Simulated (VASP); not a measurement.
The system is Mo.

```
CELL_PARAMETERS angstrom
2.56293 0.00000 0.00000
0.00000 2.56293 0.00000
0.00000 0.00000 2.56293
ATOMIC_POSITIONS crystal
Mo 0.00000 0.00000 0.00000
```

* Program: VASP 6.6.1
* Task: relaxation of cell and atoms
* Functional: revPBE
* Potentials or basis: VASP PAW PBE potentials, release 64 (Mo_sv)
* Cutoff: 600 eV
* k mesh: 12 × 12 × 12
* Occupations: fermi-dirac, width 0.1 eV
* Spin: no spin polarisation

At the start: pressure 12.7 GPa; volume 16.83 Å³/atom.

Problem. How do energy, volume and symmetry change on relaxing?

Solution. Over 4 steps the energy falls by 39.6 meV/atom and the volume is 17.89 Å³/atom (+6.3 %); space group Pm-3m (No. 221, to 0.05 Å).

The path:
| step | energy change (eV) | largest force (eV/Å) | pressure (GPa) | volume (Å³) |
| --- | --- | --- | --- | --- |
| 1 | 0.0000 | 0.0000 | 12.69 | 16.83 |
| 2 | 0.1103 | 0.0000 | -17.82 | 20.30 |
| 3 | -0.0395 | 0.0000 | -0.46 | 17.93 |
| 4 | -0.0396 | 0.0000 | -0.03 | 17.89 |

Final structure:
```yaml
crystal:
  lattice:
    - [2.61544, 0.00000, 0.00000]
    - [0.00000, 2.61544, 0.00000]
    - [0.00000, 0.00000, 2.61544]
  atoms:
    - { symbol: Mo, position: [0.00000, 0.00000, 0.00000] }
```

Caveat: the PAW data sets were made with another functional, which shifts forces and pressure a little.
